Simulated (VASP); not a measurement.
# Hf2TaN3 (P6/mmm) in VASP: notebook

Hf2TaN3 is run at these levels: PBE; tasks: single point.

Program: VASP 6.6.1. These are calculated values, not measurements. Logs are shortened: lines on timing, memory, paths and dates and some standing lists are left out, and cuts for length are marked.

### Step 1. The cell of the first run

Symmetry: P6/mmm, No. 191, hexagonal system. The conventional cell has a = 4.645 Å, b = 4.645 Å, c = 4.186 Å, α = 90.00°, β = 90.00°, γ = 120.00°. Hf (site symmetry -6m2) has 5 N at 2.09 to 2.68 Å and 3 Hf at 2.68 Å within 2.8 Å. Within 2.8 Å of Ta (site symmetry 6/mmm) lie 8 N at 2.09 to 2.68 Å. N (site symmetry -6m2) has 2 Hf at 2.09 Å and 3 N at 2.68 Å and 3 Ta at 2.68 Å within 2.8 Å. Within 2.8 Å of N (site symmetry 6/mmm) lie 2 Ta at 2.09 Å and 6 Hf at 2.68 Å.

The cell was generated, and may not be a known phase.

### Step 2. Single point, PBE

File INCAR:

```
SYSTEM = Hf2TaN3
ALGO = Normal ; EDIFF = 1E-6
ENCUT = 520 ; GGA = PE
ISIF = 2 ; ISMEAR = 0
LASPH = .TRUE. ; LCHARG = .FALSE.
LREAL = .FALSE. ; LWAVE = .FALSE.
NBANDS = 32 ; NELM = 80
PREC = Accurate ; SIGMA = 0.1
```

File KPOINTS:

```
k-points
0
G
  6 6 4
  0 0 0
```

File POSCAR:

```
Hf2TaN3
1.0
    4.6452188013      0.0000000000      0.0000000000
   -2.3226094006      4.0228774880      0.0000000000
    0.0000000000      0.0000000000      4.1862342040
Hf Ta N
2 1 3
Direct
    0.3333333333      0.6666666667      0.5000000000
    0.6666666667      0.3333333333      0.5000000000
    0.0000000000      0.0000000000      0.0000000000
    0.3333333333      0.6666666667      0.0000000000
    0.6666666667      0.3333333333      0.0000000000
    0.0000000000      0.0000000000      0.5000000000
```

Potentials or basis: VASP PAW PBE potentials, release 64 (Hf_pv, Ta_pv, N).

The run is started by

```
$ cat potpaw_PBE.64/Hf_pv/POTCAR potpaw_PBE.64/Ta_pv/POTCAR potpaw_PBE.64/N/POTCAR > POTCAR
$ mpirun -np 1 vasp_std > vasp.out
```

OUTCAR:

```text
SYSTEM = Hf2TaN3
   EDIFF = 1E-6
   ENCUT = 520
   GGA = PE
   ISIF = 2
   ISMEAR = 0
   LASPH = .TRUE.
   LREAL = .FALSE.
   NELM = 80
   PREC = Accurate

 ion  position               nearest neighbor table
   1  0.333  0.667  0.500-   4 2.09   4 2.09   2 2.68   6 2.68   2 2.68   6 2.68   6 2.68   2 2.68
                             3 3.40   3 3.40   3 3.40   3 3.40   3 3.40   3 3.40
   2  0.667  0.333  0.500-   5 2.09   5 2.09   1 2.68   6 2.68   1 2.68   6 2.68   6 2.68   1 2.68
                             3 3.40   3 3.40   3 3.40   3 3.40   3 3.40   3 3.40
   3  0.000  0.000  0.000-   6 2.09   6 2.09   4 2.68   5 2.68   4 2.68   5 2.68   5 2.68   4 2.68
                             2 3.40   2 3.40   1 3.40   1 3.40   2 3.40   1 3.40   2 3.40   1 3.40
   4  0.333  0.667  0.000-   1 2.09   1 2.09   3 2.68   3 2.68   3 2.68
   5  0.667  0.333  0.000-   2 2.09   2 2.09   3 2.68   3 2.68   3 2.68
   6  0.000  0.000  0.500-   3 2.09   3 2.09   1 2.68   2 2.68   1 2.68   2 2.68   2 2.68   1 2.68

  LATTYP: Found a hexagonal cell.
 ALAT       =     4.6452188013
 C/A-ratio  =     0.9011920392

  Lattice vectors:

 A1 = (   4.6452188013,   0.0000000000,   0.0000000000)
 A2 = (  -2.3226094006,   4.0228774880,   0.0000000000)
 A3 = (   0.0000000000,   0.0000000000,   4.1862342040)

Analysis of symmetry for initial positions (statically):
=====================================================================
 Subroutine PRICEL returns:
 Original cell was already a primitive cell.

 Routine SETGRP: Setting up the symmetry group for a
 hexagonal supercell.

 Subroutine GETGRP returns: Found 24 space group operations
 (whereof 24 operations were pure point group operations)
 out of a pool of 24 trial point group operations.

The static configuration has the point symmetry D_6h.

Analysis of symmetry for dynamics (positions and initial velocities):
=====================================================================
 Subroutine PRICEL returns:
 Original cell was already a primitive cell.

 Routine SETGRP: Setting up the symmetry group for a
 hexagonal supercell.

 Subroutine GETGRP returns: Found 24 space group operations
 (whereof 24 operations were pure point group operations)
 out of a pool of 24 trial point group operations.

The dynamic configuration has the point symmetry D_6h.

 Subroutine INISYM returns: Found 24 space group operations
 (whereof 24 operations are pure point group operations),
 and found     1 'primitive' translations

----------------------------------------------------------------------------------------
[... 95 lines left out ...]
   ENCUT  =  520.0 eV  38.22 Ry    6.18 a.u.   8.64  8.64  7.78*2*pi/ulx,y,z
   NELM   =     80;   NELMIN=  2; NELMDL= -5     # of ELM steps
   EDIFF  = 0.1E-05   stopping-criterion for ELM
   LREAL  =      F    real-space projection
[... 7 lines left out ...]
   TEBEG  =    0.0;   TEEND  =   0.0 temperature during run
   PSTRESS=    0.0 pullay stress
   NELECT =      46.0000    total number of electrons
   NUPDOWN=      -1.0000    fix difference up-down
   EMIN   =  10.00;   EMAX   =-10.00  energy-range for DOS
   EFERMI =   0.00;   METHOD = LEGACY
   ISMEAR =     0;   SIGMA  =   0.10  broadening in eV -4-tet -1-fermi 0-gaus
   EFERMI_NEDOS =   21; number of points for ismear=-14 and -15
   IALGO  =     38    algorithm
   IMIX   =      4    mixing-type and parameters
     AMIX     =   0.40;   BMIX     =  1.00
     AMIX_MAG =   1.60;   BMIX_MAG =  1.00
  volume/ion in A,a.u.               =      13.04        87.99
  Fermi-wavevector in a.u.,A,eV,Ry     =   1.371530  2.591816 25.593841  1.881094
  Thomas-Fermi vector in A             =   2.497218
   LORBIT       =      0    0 simple, 1 ext, 2 COOP (PROOUT), +10 PAW based schemes
   GGA     = PE    functional components
   LHFCALC =     F    Hartree Fock is set to
   AEXX    =    0.0000 exact exchange contribution
   IVDW    =     0    specifies the selected vdW correction
   LEPSILON=     F    determine dielectric tensor
   LRPA    =     F    only Hartree local field effects (RPA)
 non-spin polarized calculation
 Gauss-broadening in eV      SIGMA  =   0.10
  energy-cutoff  :      520.00
  volume of cell :       78.23
 maximum number of plane-waves:      2152
 NGX is ok and might be reduce to    36
   NGX = 17   NGY = 17   NGZ = 15

 number of electron      45.9999989 magnetization

 Free energy of the ion-electron system (eV)
  ---------------------------------------------------
  ext. energy  EPLUGINS =         0.00000000
  ---------------------------------------------------
  free energy    TOTEN  =       -56.33742018 eV

  energy without entropy =      -56.31656541  energy(sigma->0) =      -56.32699279

 E-fermi :   6.2470     XC(G=0): -12.1562

 val. band max:        6.2357655542   @ k =   0.3333   0.3333   0.0000
 cond. band min:       6.3012418578   @ k =   0.3333   0.1667   0.0000
 fundamental gap:      0.0654763036
 Fermi energy:         6.2470289965

 k-point     1 :       0.0000    0.0000    0.0000
  band No.  band energies     occupation
      1     -29.7507      2.00000
      2     -29.7507      2.00000
      3     -29.7277      2.00000
      4     -24.9072      2.00000
      5     -24.9072      2.00000
      6     -24.2237      2.00000
[... 724 lines left out ...]
     31      10.7164      0.00000
     32      10.7164      0.00000

------------------------ aborting loop because EDIFF is reached ----------------------------------------

  FORCE on cell =-STRESS in cart. coord.  units (eV):
  Direction    XX          YY          ZZ          XY          YZ          ZX
  --------------------------------------------------------------------------------------
  -------------------------------------------------------------------------------------
  Total       -0.2061924     -0.2061924     -0.3407220     -0.0000000     -0.0000000      0.0000000
  in kB       -4.2229567     -4.2229567     -6.9782135     -0.0000000     -0.0000000      0.0000000
  external PRESSURE =      -5.1413756 kB  Pullay stress =       0.0000000 kB

 VOLUME and BASIS-vectors are now :
 -----------------------------------------------------------------------------
  energy-cutoff  :      520.00
  volume of cell :       78.23
      direct lattice vectors                 reciprocal lattice vectors
     4.645218801  0.000000000  0.000000000     0.215275112  0.124289144  0.000000000
    -2.322609401  4.022877488  0.000000000     0.000000000  0.248578288  0.000000000
     0.000000000  0.000000000  4.186234204     0.000000000  0.000000000  0.238878178

 POSITION                                       TOTAL-FORCE (eV/Angst)
 -----------------------------------------------------------------------------------
     -0.00000      2.68192      2.09312        -0.000000      0.000000     -0.000000
      2.32261      1.34096      2.09312         0.000000      0.000000     -0.000000
      0.00000      0.00000      0.00000         0.000000      0.000000     -0.000000
     -0.00000      2.68192      0.00000         0.000000      0.000000      0.000000
      2.32261      1.34096      0.00000        -0.000000      0.000000     -0.000000
      0.00000      0.00000      2.09312         0.000000      0.000000     -0.000000
 -----------------------------------------------------------------------------------
    total drift:                               -0.000000      0.000000      0.000000

  FREE ENERGIE OF THE ION-ELECTRON SYSTEM (eV)
  ---------------------------------------------------
  free  energy   TOTEN  =       -56.3374201768 eV

  energy  without entropy=      -56.3165654085  energy(sigma->0) =      -56.32699279
```

OSZICAR:

```text
N       E                     dE             d eps       ncg     rms          rms(c)
DAV:   1     0.283967846940E+03    0.28397E+03   -0.25168E+04  1360   0.143E+03
DAV:   2    -0.479855769857E+02   -0.33195E+03   -0.31590E+03  1640   0.376E+02
DAV:   3    -0.661928669484E+02   -0.18207E+02   -0.17718E+02  1728   0.759E+01
DAV:   4    -0.665176937720E+02   -0.32483E+00   -0.32363E+00  1616   0.104E+01
DAV:   5    -0.665255430396E+02   -0.78493E-02   -0.78461E-02  1752   0.124E+00    0.707E+01
DAV:   6    -0.578033555659E+02    0.87222E+01   -0.52080E+01  1760   0.336E+01    0.493E+01
DAV:   7    -0.570035273869E+02    0.79983E+00   -0.12513E+01  1656   0.155E+01    0.366E+01
DAV:   8    -0.568679659444E+02    0.13556E+00   -0.46243E+00  1888   0.127E+01    0.929E+00
DAV:   9    -0.563350538889E+02    0.53291E+00   -0.12054E+00  1760   0.546E+00    0.205E+00
DAV:  10    -0.563417576515E+02   -0.67038E-02   -0.16117E-01  1640   0.178E+00    0.129E+00
DAV:  11    -0.563387295032E+02    0.30281E-02   -0.14299E-02  1688   0.678E-01    0.864E-01
DAV:  12    -0.563375097266E+02    0.12198E-02   -0.53321E-03  1704   0.362E-01    0.112E-01
DAV:  13    -0.563374321383E+02    0.77588E-04   -0.82229E-04  1680   0.145E-01    0.764E-02
DAV:  14    -0.563374258354E+02    0.63029E-05   -0.10375E-04  1600   0.518E-02    0.806E-02
DAV:  15    -0.563374196327E+02    0.62026E-05   -0.17357E-05  1792   0.248E-02    0.104E-02
DAV:  16    -0.563374201768E+02   -0.54405E-06   -0.27194E-06  1280   0.772E-03
   1 F= -.56337420E+02 E0= -.56326993E+02  d E =-.208548E-01
```

It took 34 s on 1 thread of AMD EPYC 9R45 (Zen 5), shared host; peak memory 0.19 GiB.

What came out:

```
Free energy            : -56.3374 eV
Pressure               : -0.5 GPa
Band gap on the k mesh : zero (bands 23 and 24 overlap by 2.18 eV)
```

Stress tensor (GPa, compression positive):
```
-0.42  0.00  0.00
 0.00 -0.42  0.00
 0.00  0.00 -0.70
```

Caveat: the k points lie up to 0.38 Å⁻¹ apart, too coarse for converged energies and pressures of a metal; spin-orbit coupling is left out, which moves the levels of the heavy elements.

### Step 3. Single point, PBE

This run uses another cell than the first one, of 14.34 Å³/atom.

File INCAR:

```
ALGO = Normal ; EDIFF = 1E-6
ENCUT = 520 ; GGA = PE
ISIF = 2 ; ISMEAR = 0
LASPH = True ; LCHARG = False
LREAL = False ; LWAVE = False
NBANDS = 32 ; NELM = 60
PREC = Accurate ; SIGMA = 0.1
```

File KPOINTS:

```
k-points
0
Gamma
  6 6 4
```

File POSCAR:

```
Hf2TaN3
1.0
    4.4933664600      0.0000000000      0.0000000000
   -2.2466832300      3.8913695100      0.0000000000
    0.0000000000      0.0000000000      4.9214846100
Hf Ta N
2 1 3
Direct
    0.3333333300      0.6666666700      0.5000000000
    0.6666666700      0.3333333300      0.5000000000
    0.0000000000      0.0000000000      0.0000000000
    0.3333333300      0.6666666700      0.0000000000
    0.6666666700      0.3333333300      0.0000000000
    0.0000000000      0.0000000000      0.5000000000
```

Potentials or basis: VASP PAW PBE potentials, release 64 (Hf_pv, Ta_pv, N).

The run is started by

```
$ cat potpaw_PBE.64/Hf_pv/POTCAR potpaw_PBE.64/Ta_pv/POTCAR potpaw_PBE.64/N/POTCAR > POTCAR
$ mpirun -np 1 vasp_std > vasp.out
```

Run time: 52 s. Hardware: 1 thread of AMD EPYC 9R45 (Zen 5), shared host; peak memory 0.21 GiB.

The run converged. Its results:

* Free energy: -53.0298 eV
* Pressure: -25.1 GPa
* Band gap on the k mesh: zero (bands 23 and 24 overlap by 1.33 eV)

Stress tensor (GPa, compression positive):
```
 -7.26   0.00   0.00
  0.00  -7.26   0.00
  0.00   0.00 -60.84
```

Levels at points of the mesh, in eV from the Fermi level:
| k point | band 21 | band 22 | band 23 | band 24 | band 25 | band 26 |
| --- | --- | --- | --- | --- | --- | --- |
| (0.00, 0.00, 0.00) | -0.59 | -0.59 | -0.24 | -0.24 | -0.22 | -0.22 |
| (0.50, 0.00, 0.00) | -1.58 | -1.42 | -0.33 | 0.71 | 1.21 | 1.45 |
| (0.00, 0.00, 0.50) | -0.86 | -0.86 | 1.09 | 1.09 | 1.25 | 1.25 |
| (0.50, 0.00, 0.50) | -1.39 | -0.89 | 0.08 | 0.95 | 1.35 | 1.44 |

Caveat: the stress differs along the axes, from -61 to -7 GPa; spin-orbit coupling is left out, which moves the levels of the heavy elements.

The gap in the log of VASP goes by the Fermi energy; the results here count the filled bands.